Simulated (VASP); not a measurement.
# Ag (Fd-3m) in VASP: further runs, part 2 of 2

VASP 6.6.1. The steps go on from the part before.

### 4 Single point, BLYP (volume scaled by 1.04)

Contents of INCAR:

```
  PREC = Accurate
  ENCUT = 520
  EDIFF = 1E-7
  ISMEAR = -1
  SIGMA = 0.1
  LREAL = F
  LASPH = T
  NELM = 60
  ALGO = Normal
  ISIF = 2
  LWAVE = F
  LCHARG = F
  GGA = B5
  ALDAX = 1.0
  AGGAX = 1.0
  AGGAC = 1.0
  ALDAC = 0.0
  NBANDS = 18
```

Contents of KPOINTS:

```
regular mesh
0
Gamma
  10 10 10
```

Contents of POSCAR:

```
Ag
1.0
    0.0000000000      3.2298537737      3.2298537737
    3.2298537737      0.0000000000      3.2298537737
    3.2298537737      3.2298537737      0.0000000000
Ag
2
Direct
    0.1250000000      0.1250000000      0.1250000000
    0.8750000000      0.8750000000      0.8750000000
```

Potentials or basis: VASP PAW PBE potentials, release 64 (Ag).

Started as:

```
cat potpaw_PBE.64/Ag/POTCAR > POTCAR
mpirun -np 1 vasp_std > vasp.out
```

OUTCAR:

```text
PREC = Accurate
   ENCUT = 520
   EDIFF = 1E-7
   ISMEAR = -1
   LREAL = F
   LASPH = T
   NELM = 60
   ISIF = 2
   GGA = B5

 ion  position               nearest neighbor table
   1  0.125  0.125  0.125-   2 2.80   2 2.80   2 2.80   2 2.80
   2  0.875  0.875  0.875-   1 2.80   1 2.80   1 2.80   1 2.80

  LATTYP: Found a face centered cubic cell.
 ALAT       =     6.4597075474

  Lattice vectors:

 A1 = (   0.0000000000,   3.2298537737,   3.2298537737)
 A2 = (   3.2298537737,   0.0000000000,   3.2298537737)
 A3 = (   3.2298537737,   3.2298537737,   0.0000000000)

Analysis of symmetry for initial positions (statically):
=====================================================================
 Subroutine PRICEL returns:
 Original cell was already a primitive cell.

 Routine SETGRP: Setting up the symmetry group for a
 face centered cubic supercell.

 Subroutine GETGRP returns: Found 48 space group operations
 (whereof 12 operations were pure point group operations)
[... 153 lines left out ...]
 NGX is ok and might be reduce to    36
   NGX = 17   NGY = 17   NGZ = 17

 number of electron      21.9999995 magnetization

 Free energy of the ion-electron system (eV)
  ---------------------------------------------------
  ext. energy  EPLUGINS =         0.00000000
  ---------------------------------------------------
  free energy    TOTEN  =        -3.26653586 eV

  energy without entropy =       -3.24792351  energy(sigma->0) =       -3.25722969

 E-fermi :   2.2103     XC(G=0):  -7.8277

 val. band max:        2.1792258861   @ k =  -0.4000   0.4000   0.0000
 cond. band min:       2.2257712657   @ k =   0.5000   0.5000   0.0000
 fundamental gap:      0.0465453797
 Fermi energy:         2.2103004261

 k-point     1 :       0.0000    0.0000    0.0000
  band No.  band energies     occupation
      1      -1.9882      2.00000
      2      -1.9882      2.00000
      3      -1.9882      2.00000
      4      -1.9819      2.00000
      5      -1.9819      2.00000
      6      -1.9763      2.00000
[... 481 lines left out ...]
      5      -1.5901      2.00000
      6      -1.4046      2.00000
[... 10 lines left out ...]
     17      14.8543      0.00000
     18      15.0828      0.00000

 [... further k-points ...]
[... 5 lines left out ...]
  --------------------------------------------------------------------------------------
  -------------------------------------------------------------------------------------
  Total       -0.3283180     -0.3283180     -0.3283180      0.0000000     -0.0000000      0.0000000
  in kB       -7.8059670     -7.8059670     -7.8059670      0.0000000     -0.0000000      0.0000000
  external PRESSURE =      -7.8059670 kB  Pullay stress =       0.0000000 kB

 VOLUME and BASIS-vectors are now :
 -----------------------------------------------------------------------------
  energy-cutoff  :      520.00
  volume of cell :       67.39
      direct lattice vectors                 reciprocal lattice vectors
     0.000000000  3.229853774  3.229853774    -0.154805770  0.154805770  0.154805770
     3.229853774  0.000000000  3.229853774     0.154805770 -0.154805770  0.154805770
     3.229853774  3.229853774  0.000000000     0.154805770  0.154805770 -0.154805770

 POSITION                                       TOTAL-FORCE (eV/Angst)
 -----------------------------------------------------------------------------------
      0.80746      0.80746      0.80746        -0.000000     -0.000000      0.000000
      5.65224      5.65224      5.65224         0.000000      0.000000     -0.000000
 -----------------------------------------------------------------------------------
    total drift:                                0.000000      0.000000      0.000000

  FREE ENERGIE OF THE ION-ELECTRON SYSTEM (eV)
  ---------------------------------------------------
  free  energy   TOTEN  =        -3.2665358636 eV

  energy  without entropy=       -3.2479235090  energy(sigma->0) =       -3.25722969
```

OSZICAR:

```text
N       E                     dE             d eps       ncg     rms          rms(c)
DAV:   1     0.112449612905E+03    0.11245E+03   -0.10584E+04  1692   0.109E+03
DAV:   2    -0.153094656634E+01   -0.11398E+03   -0.10716E+03  1742   0.227E+02
DAV:   3    -0.347803283792E+01   -0.19471E+01   -0.19399E+01  1966   0.331E+01
DAV:   4    -0.348740924586E+01   -0.93764E-02   -0.93754E-02  1886   0.225E+00
DAV:   5    -0.348755783395E+01   -0.14859E-03   -0.14859E-03  1838   0.297E-01    0.337E+00
DAV:   6    -0.327086200874E+01    0.21670E+00   -0.83949E-01  1810   0.821E+00    0.216E+00
DAV:   7    -0.326803425658E+01    0.28278E-02   -0.60972E-03  1782   0.632E-01    0.127E+00
DAV:   8    -0.326650393817E+01    0.15303E-02   -0.69984E-04  1770   0.206E-01    0.209E-02
DAV:   9    -0.326652910585E+01   -0.25168E-04   -0.24173E-05  2040   0.359E-02    0.117E-02
DAV:  10    -0.326653590817E+01   -0.68023E-05   -0.81509E-06  1740   0.197E-02    0.151E-03
DAV:  11    -0.326653586356E+01    0.44608E-07   -0.59591E-08  1576   0.178E-03
   1 F= -.32665359E+01 E0= -.32572297E+01  d E =-.186124E-01
```

stdout:

```text
POSCAR found type information on POSCAR Ag
 POSCAR found :  1 types and       2 ions
 scaLAPACK will be used
 -----------------------------------------------------------------------------
|                                                                             |
|                                                                             |
|     You enforced a specific xc type in the INCAR file but a different       |
|     I HOPE YOU KNOW WHAT YOU ARE DOING!                                     |
|                                                                             |
 -----------------------------------------------------------------------------

 LDA part: xc-table for (Slater(with rela. corr.)+VWN5), standard interpolation
 POSCAR, INCAR and KPOINTS ok, starting setup
 FFT: planning ... GRIDC
 FFT: planning ... GRID_SOFT
 FFT: planning ... GRID
 WAVECAR not read
 entering main loop
```

Run time: 62 s. Hardware: 1 thread of AMD EPYC 7R43 (Zen 3), shared host; peak memory 0.18 GiB.

What came out:

```
Free energy            : -3.2665 eV
Pressure               : -0.8 GPa
Band gap on the k mesh : zero (band 11 reaches 2.44 eV, above the bottom of band 12 at 1.96 eV)
```

Levels at points of the mesh, in eV from the Fermi level:
| k point | band 9 | band 10 | band 11 | band 12 | band 13 | band 14 |
| --- | --- | --- | --- | --- | --- | --- |
| (0.00, 0.00, 0.00) | -3.16 | -2.73 | -2.73 | 7.71 | 7.71 | 7.71 |
| (0.50, 0.00, 0.00) | -2.75 | -2.75 | -1.06 | -0.25 | 5.64 | 5.64 |
| (0.50, 0.50, 0.00) | -2.67 | -2.67 | 0.02 | 0.02 | 3.39 | 3.39 |

Caveat: the PAW data sets were made with another functional, which shifts forces and pressure a little.

### 5 Single point, BLYP (volume scaled by 1.08)

Contents of INCAR:

```
SYSTEM = Ag
  AGGAC = 1.0
  AGGAX = 1.0
  ALDAC = 0.0
  ALDAX = 1.0
  ALGO = Normal
  EDIFF = 1E-6
  ENCUT = 520
  GGA = B5
  ISIF = 2
  ISMEAR = -1
  LASPH = .TRUE.
  LCHARG = .FALSE.
  LREAL = .FALSE.
  LWAVE = .FALSE.
  NBANDS = 18
  NELM = 80
  PREC = Accurate
  SIGMA = 0.1
```

Contents of KPOINTS:

```
k-points
0
G
  10 10 10
  0 0 0
```

Contents of POSCAR:

```
Ag
1.0
    0.0000000000      3.2707423394      3.2707423394
    3.2707423394      0.0000000000      3.2707423394
    3.2707423394      3.2707423394      0.0000000000
Ag
2
Direct
    0.1250000000      0.1250000000      0.1250000000
    0.8750000000      0.8750000000      0.8750000000
```

Started as:

```
cat potpaw_PBE.64/Ag/POTCAR > POTCAR
mpirun -np 1 vasp_std > vasp.out
```

Wall time 62 s (1 thread of AMD EPYC 7R43 (Zen 3), shared host); peak memory 0.19 GiB.

It converged, with:

```
Free energy            : -3.2492 eV
Pressure               : -1.4 GPa
Band gap on the k mesh : zero (band 11 reaches 2.16 eV, above the bottom of band 12 at 1.78 eV)
```

Levels at points of the mesh, in eV from the Fermi level:
| k point | band 9 | band 10 | band 11 | band 12 | band 13 | band 14 |
| --- | --- | --- | --- | --- | --- | --- |
| (0.00, 0.00, 0.00) | -3.14 | -2.74 | -2.74 | 7.50 | 7.50 | 7.50 |
| (0.50, 0.00, 0.00) | -2.76 | -2.76 | -1.08 | -0.19 | 5.51 | 5.51 |
| (0.50, 0.50, 0.00) | -2.68 | -2.68 | -0.01 | -0.01 | 3.36 | 3.36 |

Caveat: the PAW data sets were made with another functional, which shifts forces and pressure a little.

### 6 Single point, BLYP (volume scaled by 1.12)

Contents of INCAR:

```
AGGAC    = 1.0          
AGGAX    = 1.0          
ALDAC    = 0.0          
ALDAX    = 1.0          
ALGO     = Normal         # electronic algorithm
EDIFF    = 1E-7           # SCF threshold, eV
ENCUT    = 520            # plane-wave cutoff, eV
GGA      = B5             # functional
ISIF     = 2              # what is computed and relaxed
ISMEAR   = -1             # smearing method
LASPH    = T              # aspherical terms in the spheres
LCHARG   = T              # write CHGCAR
LELF     = T              # ELF
LREAL    = F              # projectors in reciprocal space
LVHAR    = T            
LWAVE    = F              # write WAVECAR
NBANDS   = 18             # bands
NELM     = 100            # most SCF steps
PREC     = Accurate       # precision mode
SIGMA    = 0.1            # smearing width, eV
```

Contents of KPOINTS:

```
k-points
0
Gamma
  10 10 10
```

Contents of POSCAR:

```
Ag
1.0
    0.0000000000      3.3106333725      3.3106333725
    3.3106333725      0.0000000000      3.3106333725
    3.3106333725      3.3106333725      0.0000000000
Ag
2
Direct
    0.1250000000      0.1250000000      0.1250000000
    0.8750000000      0.8750000000      0.8750000000
```

Potentials or basis: VASP PAW PBE potentials, release 64 (Ag).

Started as:

```
cat potpaw_PBE.64/Ag/POTCAR > POTCAR
mpirun -np 1 vasp_std > vasp.out
```

OUTCAR:

```text
EDIFF = 1E-7
   ENCUT = 520
   GGA = B5
   ISIF = 2
   ISMEAR = -1
   LASPH = T
   LREAL = F
   NELM = 100
   PREC = Accurate

 ion  position               nearest neighbor table
   1  0.125  0.125  0.125-   2 2.87   2 2.87   2 2.87   2 2.87
   2  0.875  0.875  0.875-   1 2.87   1 2.87   1 2.87   1 2.87

  LATTYP: Found a face centered cubic cell.
 ALAT       =     6.6212667450

  Lattice vectors:

 A1 = (   0.0000000000,   3.3106333725,   3.3106333725)
[... 190 lines left out ...]
      4      -2.2889      2.00000
      5      -2.2889      2.00000
      6      -2.1832      2.00000
[... 481 lines left out ...]
      5      -1.9446      2.00000
      6      -1.7810      2.00000
[... 10 lines left out ...]
     17      13.7336      0.00000
     18      14.0184      0.00000

 [... further k-points ...]
[... 5 lines left out ...]
  --------------------------------------------------------------------------------------
  -------------------------------------------------------------------------------------
  Total       -0.8785054     -0.8785054     -0.8785054      0.0000000     -0.0000000      0.0000000
  in kB      -19.3950888    -19.3950888    -19.3950888      0.0000000     -0.0000000      0.0000000
  external PRESSURE =     -19.3950888 kB  Pullay stress =       0.0000000 kB

 VOLUME and BASIS-vectors are now :
 -----------------------------------------------------------------------------
  energy-cutoff  :      520.00
  volume of cell :       72.57
      direct lattice vectors                 reciprocal lattice vectors
     0.000000000  3.310633372  3.310633372    -0.151028502  0.151028502  0.151028502
     3.310633372  0.000000000  3.310633372     0.151028502 -0.151028502  0.151028502
     3.310633372  3.310633372  0.000000000     0.151028502  0.151028502 -0.151028502

 POSITION                                       TOTAL-FORCE (eV/Angst)
 -----------------------------------------------------------------------------------
      0.82766      0.82766      0.82766         0.000000      0.000000      0.000000
      5.79361      5.79361      5.79361        -0.000000     -0.000000     -0.000000
 -----------------------------------------------------------------------------------
    total drift:                                0.000000      0.000000      0.000000

  FREE ENERGIE OF THE ION-ELECTRON SYSTEM (eV)
  ---------------------------------------------------
  free  energy   TOTEN  =        -3.2225812928 eV

  energy  without entropy=       -3.2049480065  energy(sigma->0) =       -3.21376465
```

OSZICAR:

```text
N       E                     dE             d eps       ncg     rms          rms(c)
DAV:   1     0.109221406068E+03    0.10922E+03   -0.10315E+04  1692   0.108E+03
DAV:   2    -0.145099642641E+01   -0.11067E+03   -0.10385E+03  1750   0.219E+02
DAV:   3    -0.340895487322E+01   -0.19580E+01   -0.19506E+01  1986   0.323E+01
DAV:   4    -0.341793550911E+01   -0.89806E-02   -0.89794E-02  1864   0.219E+00
DAV:   5    -0.341807946889E+01   -0.14396E-03   -0.14396E-03  1872   0.286E-01    0.298E+00
DAV:   6    -0.322543288312E+01    0.19265E+00   -0.76409E-01  1764   0.774E+00    0.183E+00
DAV:   7    -0.322355029908E+01    0.18826E-02   -0.56822E-03  1796   0.591E-01    0.109E+00
DAV:   8    -0.322254753320E+01    0.10028E-02   -0.67863E-04  1754   0.204E-01    0.211E-02
DAV:   9    -0.322257465940E+01   -0.27126E-04   -0.26519E-05  2018   0.386E-02    0.107E-02
DAV:  10    -0.322258137729E+01   -0.67179E-05   -0.88925E-06  1718   0.206E-02    0.164E-03
DAV:  11    -0.322258129284E+01    0.84450E-07   -0.79538E-08  1608   0.211E-03
   1 F= -.32225813E+01 E0= -.32137646E+01  d E =-.176333E-01
```

stdout:

```text
POSCAR found type information on POSCAR Ag
 POSCAR found :  1 types and       2 ions
 scaLAPACK will be used
 -----------------------------------------------------------------------------
|                                                                             |
|                                                                             |
|     You enforced a specific xc type in the INCAR file but a different       |
|     I HOPE YOU KNOW WHAT YOU ARE DOING!                                     |
|                                                                             |
 -----------------------------------------------------------------------------

 LDA part: xc-table for (Slater(with rela. corr.)+VWN5), standard interpolation
 POSCAR, INCAR and KPOINTS ok, starting setup
 FFT: planning ... GRIDC
 FFT: planning ... GRID_SOFT
 FFT: planning ... GRID
 WAVECAR not read
 entering main loop
```

It took 70 s on 1 thread of AMD EPYC 7R43 (Zen 3), shared host; peak memory 0.19 GiB.

What came out:

```
Free energy            : -3.2226 eV
Pressure               : -1.9 GPa
Band gap on the k mesh : zero (band 11 reaches 1.90 eV, above the bottom of band 12 at 1.61 eV)
```

Caveat: the PAW data sets were made with another functional, which shifts forces and pressure a little.

### 7 The runs side by side

| cell | gap on the mesh (eV) | pressure (GPa) |
| --- | --- | --- |
| a = 4.508 Å, angles 60.0°, 2 atoms | none | 0.1 |
| a = 4.568 Å, angles 60.0°, 2 atoms | none | -0.8 |
| a = 4.626 Å, angles 60.0°, 2 atoms | none | -1.4 |
| a = 4.682 Å, angles 60.0°, 2 atoms | none | -1.9 |

Alike in all rows: task single point; level BLYP; potentials or basis VASP PAW PBE potentials, release 64 (Ag); no spin polarisation; k mesh 10 × 10 × 10; cutoff (eV) 520; smearing fermi-dirac 0.1 eV.

Caveats: the PAW data sets were made with another functional, which shifts forces and pressure a little.

Absolute energies hang on the potentials; compare differences alone.
